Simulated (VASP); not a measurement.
# GaSb (P6_3/mmc) in VASP: notebook

GaSb is run at these levels: r2SCAN; tasks: single point.

Everything below comes from runs of VASP 6.6.1. Logs are shortened: lines on timing, memory, paths and dates and some standing lists are left out, and cuts for length are marked.

## Step 1: The cell of the first run

Symmetry: P6_3/mmc, No. 194, hexagonal system. The conventional cell has a = 4.689 Å, b = 4.689 Å, c = 5.915 Å, α = 90.00°, β = 90.00°, γ = 120.00°. Ga (site symmetry -6m2) has 5 Sb at 2.71 to 2.96 Å within 3.6 Å. Sb (site symmetry -6m2) has 5 Ga at 2.71 to 2.96 Å within 3.6 Å.

## Step 2: Single point, r2SCAN

POSCAR

```
GaSb
1.0
    4.6886257806      0.0000000000      0.0000000000
   -2.3443128903      4.0604690349      0.0000000000
    0.0000000000      0.0000000000      5.9148461418
Ga Sb
2 2
Direct
    0.3333333333      0.6666666667      0.2500000000
    0.6666666667      0.3333333333      0.7500000000
    0.6666666667      0.3333333333      0.2500000000
    0.3333333333      0.6666666667      0.7500000000
```

INCAR.step1

```
PREC = Accurate
ENCUT = 520
ISMEAR = -1
SIGMA = 0.02
LREAL = False
LASPH = True
NELM = 80
NBANDS = 26
GGA = PE
ALGO = Normal
EDIFF = 1E-4
LWAVE = True
LCHARG = False
```

INCAR.step2

```
PREC = Accurate
ENCUT = 520
EDIFF = 1E-7
ISMEAR = -1
SIGMA = 0.02
LREAL = False
LASPH = True
NELM = 80
ALGO = Normal
ISIF = 2
LWAVE = False
LCHARG = False
METAGGA = R2SCAN
LMIXTAU = True
NBANDS = 26
ISTART = 1
```

KPOINTS

```
regular mesh
0
Gamma
  2 2 2
```

Potentials or basis: VASP PAW PBE potentials, release 64 (Ga_d, Sb).

Command:

```sh
$ cat potpaw_PBE.64/Ga_d/POTCAR potpaw_PBE.64/Sb/POTCAR > POTCAR
$ cp INCAR.step1 INCAR
$ mpirun -np 1 vasp_std > vasp.out
$ cp INCAR.step2 INCAR
$ mpirun -np 1 vasp_std > vasp.out
```

OUTCAR:

```text
PREC = Accurate
   ENCUT = 520
   EDIFF = 1E-7
   ISMEAR = -1
   LREAL = False
   LASPH = True
   NELM = 80
   ISIF = 2
   METAGGA = R2SCAN
   ISTART = 1

 ion  position               nearest neighbor table
   1  0.333  0.667  0.250-   3 2.71   3 2.71   3 2.71   4 2.96   4 2.96
   2  0.667  0.333  0.750-   4 2.71   4 2.71   4 2.71   3 2.96   3 2.96
   3  0.667  0.333  0.250-   1 2.71   1 2.71   1 2.71   2 2.96   2 2.96
   4  0.333  0.667  0.750-   2 2.71   2 2.71   2 2.71   1 2.96   1 2.96

  LATTYP: Found a hexagonal cell.
 ALAT       =     4.6886257806
 C/A-ratio  =     1.2615308661

  Lattice vectors:

 A1 = (   4.6886257806,   0.0000000000,   0.0000000000)
 A2 = (  -2.3443128903,   4.0604690349,   0.0000000000)
 A3 = (   0.0000000000,   0.0000000000,   5.9148461418)

Analysis of symmetry for initial positions (statically):
=====================================================================
 Subroutine PRICEL returns:
 Original cell was already a primitive cell.

 Routine SETGRP: Setting up the symmetry group for a
 hexagonal supercell.

 Subroutine GETGRP returns: Found 24 space group operations
 (whereof 12 operations were pure point group operations)
 out of a pool of 24 trial point group operations.

The static configuration has the point symmetry D_3d.
 The point group associated with its full space group is D_6h.

Analysis of symmetry for dynamics (positions and initial velocities):
=====================================================================
 Subroutine PRICEL returns:
 Original cell was already a primitive cell.

 Routine SETGRP: Setting up the symmetry group for a
 hexagonal supercell.

 Subroutine GETGRP returns: Found 24 space group operations
 (whereof 12 operations were pure point group operations)
 out of a pool of 24 trial point group operations.

The dynamic configuration has the point symmetry D_3d.
 The point group associated with its full space group is D_6h.

 Subroutine INISYM returns: Found 24 space group operations
 (whereof 12 operations are pure point group operations),
 and found     1 'primitive' translations

----------------------------------------------------------------------------------------

                                     Primitive cell

  volume of cell :     112.6070

  direct lattice vectors                    reciprocal lattice vectors
     4.688625781  0.000000000  0.000000000     0.213282110  0.123138484  0.000000000
    -2.344312890  4.060469035  0.000000000     0.000000000  0.246276967  0.000000000
     0.000000000  0.000000000  5.914846142     0.000000000  0.000000000  0.169066105

  length of vectors
     4.688625781  4.688625781  5.914846142     0.246276967  0.246276967  0.169066105

  position of ions in fractional coordinates (direct lattice)
     0.333333333  0.666666667  0.250000000
     0.666666667  0.333333333  0.750000000
     0.666666667  0.333333333  0.250000000
     0.333333333  0.666666667  0.750000000

  ion indices of the primitive-cell ions
   primitive index   ion index
                 1           1
                 2           2
                 3           3
                 4           4

----------------------------------------------------------------------------------------

 KPOINTS: regular mesh

Automatic generation of k-mesh.
 Grid dimensions read from file:
 generate k-points for:    2    2    2

 Generating k-lattice:

  Cartesian coordinates                     Fractional coordinates (reciprocal lattice)
     0.106641055  0.061569242  0.000000000     0.500000000  0.000000000  0.000000000
     0.000000000  0.123138484  0.000000000     0.000000000  0.500000000  0.000000000
     0.000000000  0.000000000  0.084533053     0.000000000  0.000000000  0.500000000

  Length of vectors
     0.123138484  0.123138484  0.084533053

  Shift w.r.t. Gamma in fractional coordinates (k-lattice)
     0.000000000  0.000000000  0.000000000

 Subroutine IBZKPT returns following result:
 ===========================================

 Found      4 irreducible k-points:

 Following reciprocal coordinates:
            Coordinates               Weight
  0.000000  0.000000  0.000000      1.000000
  0.500000  0.000000  0.000000      3.000000
  0.000000  0.000000  0.500000      1.000000
  0.500000  0.000000  0.500000      3.000000
   k-points           NKPTS =      4   k-points in BZ     NKDIM =      4   number of bands    NBANDS=     26
   number of dos      NEDOS =    301   number of ions     NIONS =      4
   total plane-waves  NPLWV =  62208
   dimension x,y,z NGX =    36 NGY =   36 NGZ =   48
   dimension x,y,z NGXF=    72 NGYF=   72 NGZF=   96
   ions per type =               2   2
   NGX,Y,Z   is equivalent  to a cutoff of  12.76, 12.76, 13.49 a.u.
   NGXF,Y,Z  is equivalent  to a cutoff of  25.53, 25.53, 26.98 a.u.
 SYSTEM =  unknown system
   PREC   = accura    normal or accurate (medium, high low for compatibility)
   ISTART =      1    job   : 0-new  1-cont  2-samecut
   ICHARG =      0    charge: 1-file 2-atom 10-const
   ISPIN  =      1    spin polarized calculation?
   LNONCOLLINEAR =      F non collinear calculations
   LSORBIT =      F    spin-orbit coupling
   LASPH  =      T    aspherical Exc in radial PAW
   ENCUT  =  520.0 eV  38.22 Ry    6.18 a.u.   8.72  8.72 11.00*2*pi/ulx,y,z
   NELM   =     80;   NELMIN=  2; NELMDL=  0     # of ELM steps
   EDIFF  = 0.1E-06   stopping-criterion for ELM
   LREAL  =      F    real-space projection
   EDIFFG = 0.1E-05   stopping-criterion for IOM
   NSW    =      0    number of steps for IOM
   IBRION =     -1    ionic relax: 0-MD 1-quasi-New 2-CG
   NFREE  =      0    steps in history (QN), initial steepest desc. (CG)
   ISIF   =      2    stress and relaxation
   ISYM   =      2    0-nonsym 1-usesym 2-fastsym
   POTIM  = 0.5000    time-step for ionic-motion
   TEBEG  =    0.0;   TEEND  =   0.0 temperature during run
   PSTRESS=    0.0 pullay stress
   NELECT =      36.0000    total number of electrons
   NUPDOWN=      -1.0000    fix difference up-down
   EMIN   =  10.00;   EMAX   =-10.00  energy-range for DOS
   EFERMI =   0.00;   METHOD = LEGACY
   ISMEAR =    -1;   SIGMA  =   0.02  broadening in eV -4-tet -1-fermi 0-gaus
   EFERMI_NEDOS =   21; number of points for ismear=-14 and -15
   IALGO  =     38    algorithm
   IMIX   =      4    mixing-type and parameters
     AMIX     =   0.40;   BMIX     =  1.00
     AMIX_MAG =   1.60;   BMIX_MAG =  1.00
  volume/ion in A,a.u.               =      28.15       189.98
  Fermi-wavevector in a.u.,A,eV,Ry     =   1.119405  2.115369 17.049020  1.253068
  Thomas-Fermi vector in A             =   2.256044
   LORBIT       =      0    0 simple, 1 ext, 2 COOP (PROOUT), +10 PAW based schemes
   METAGGA = R2SCAN    functional components
   LHFCALC =     F    Hartree Fock is set to
   AEXX    =    0.0000 exact exchange contribution
   IVDW    =     0    specifies the selected vdW correction
   LEPSILON=     F    determine dielectric tensor
   LRPA    =     F    only Hartree local field effects (RPA)
 non-spin polarized calculation
  energy-cutoff  :      520.00
  volume of cell :      112.61
 maximum number of plane-waves:      3036
 NGX is ok and might be reduce to    36
   NGX = 17   NGY = 17   NGZ = 21

 number of electron      36.0000002 magnetization

 Free energy of the ion-electron system (eV)
  ---------------------------------------------------
  ext. energy  EPLUGINS =         0.00000000
  ---------------------------------------------------
  free energy    TOTEN  =       -73.01889026 eV

  energy without entropy =      -73.00303323  energy(sigma->0) =      -73.01096174

 E-fermi :   4.4509     XC(G=0):  -9.9128

 val. band max:        4.4203693989   @ k =   0.5000   0.0000   0.5000
 cond. band min:       4.5269938626   @ k =   0.0000   0.0000   0.5000
 fundamental gap:      0.1066244636
 Fermi energy:         4.4508923505

 k-point     1 :       0.0000    0.0000    0.0000
  band No.  band energies     occupation
      1     -10.8714      2.00000
      2     -10.7975      2.00000
      3     -10.7727      2.00000
      4     -10.7727      2.00000
      5     -10.7719      2.00000
      6     -10.7719      2.00000
[... 18 lines left out ...]
     25      10.1635      0.00000
     26      10.8010      0.00000

 k-point     2 :       0.5000    0.0000    0.0000
  band No.  band energies     occupation
      1     -10.8514      2.00000
      2     -10.8163      2.00000
      3     -10.7764      2.00000
      4     -10.7694      2.00000
      5     -10.7668      2.00000
      6     -10.7661      2.00000
[... 18 lines left out ...]
     25      11.9875      0.00000
     26      12.1607      0.00000

 k-point     3 :       0.0000    0.0000    0.5000
  band No.  band energies     occupation
      1     -10.8305      2.00000
      2     -10.8305      2.00000
      3     -10.7783      2.00000
      4     -10.7783      2.00000
      5     -10.7783      2.00000
      6     -10.7783      2.00000
[... 18 lines left out ...]
     25      10.8936      0.00000
     26      10.8936      0.00000

 k-point     4 :       0.5000    0.0000    0.5000
  band No.  band energies     occupation
      1     -10.8188      2.00000
      2     -10.8188      2.00000
      3     -10.7832      2.00000
      4     -10.7832      2.00000
      5     -10.7643      2.00000
      6     -10.7643      2.00000
[... 18 lines left out ...]
     25      12.1884      0.00000
     26      12.1884      0.00000

------------------------ aborting loop because EDIFF is reached ----------------------------------------

  FORCE on cell =-STRESS in cart. coord.  units (eV):
  Direction    XX          YY          ZZ          XY          YZ          ZX
  --------------------------------------------------------------------------------------
  -------------------------------------------------------------------------------------
  Total        5.5134030      5.5134030    -10.9583498      0.0000000      0.0000000     -0.0000000
  in kB       78.4449688     78.4449688   -155.9159397      0.0000000      0.0000000     -0.0000000
  external PRESSURE =       0.3246660 kB  Pullay stress =       0.0000000 kB

 VOLUME and BASIS-vectors are now :
 -----------------------------------------------------------------------------
  energy-cutoff  :      520.00
  volume of cell :      112.61
      direct lattice vectors                 reciprocal lattice vectors
     4.688625781  0.000000000  0.000000000     0.213282110  0.123138484  0.000000000
    -2.344312890  4.060469035  0.000000000     0.000000000  0.246276967  0.000000000
     0.000000000  0.000000000  5.914846142     0.000000000  0.000000000  0.169066105

 POSITION                                       TOTAL-FORCE (eV/Angst)
 -----------------------------------------------------------------------------------
     -0.00000      2.70698      1.47871         0.000000     -0.000000      0.000000
      2.34431      1.35349      4.43613        -0.000000      0.000000      0.000000
      2.34431      1.35349      1.47871         0.000000      0.000000      0.000000
     -0.00000      2.70698      4.43613        -0.000000     -0.000000      0.000000
 -----------------------------------------------------------------------------------
    total drift:                                0.000000     -0.000000      0.000000

  FREE ENERGIE OF THE ION-ELECTRON SYSTEM (eV)
  ---------------------------------------------------
  free  energy   TOTEN  =       -73.0188902591 eV

  energy  without entropy=      -73.0030332252  energy(sigma->0) =      -73.01096174
```

Run time: 2.6 min. Hardware: 1 thread of Intel Xeon 8259CL, shared host; peak memory 0.25 GiB.

What came out:

- Free energy: -73.0189 eV
- Pressure: 0.0 GPa
- Band gap on the k mesh: zero (bands 18 and 19 overlap by 0.65 eV)

Levels at points of the mesh, in eV from the Fermi level:
| k point | band 16 | band 17 | band 18 | band 19 | band 20 | band 21 |
| --- | --- | --- | --- | --- | --- | --- |
| (0.00, 0.00, 0.00) | -2.11 | 0.09 | 0.09 | 0.48 | 0.68 | 2.52 |
| (0.50, 0.00, 0.00) | -3.22 | -1.87 | -0.80 | -0.56 | 2.73 | 5.59 |
| (0.00, 0.00, 0.50) | -1.19 | -1.19 | -1.19 | 0.08 | 0.08 | 3.35 |
| (0.50, 0.00, 0.50) | -2.25 | -0.03 | -0.03 | 1.43 | 1.43 | 3.22 |

Caveat: the k points lie up to 0.77 Å⁻¹ apart, too coarse for converged energies and pressures of a metal; semilocal functionals underestimate gaps, and a narrow one can read as zero; the PAW data sets were made with another functional, which shifts forces and pressure a little; spin-orbit coupling is left out, which moves the levels of the heavy elements.

(Continued in part 2 of 2.)

The gap in the log of VASP goes by the Fermi energy; the results here count the filled bands.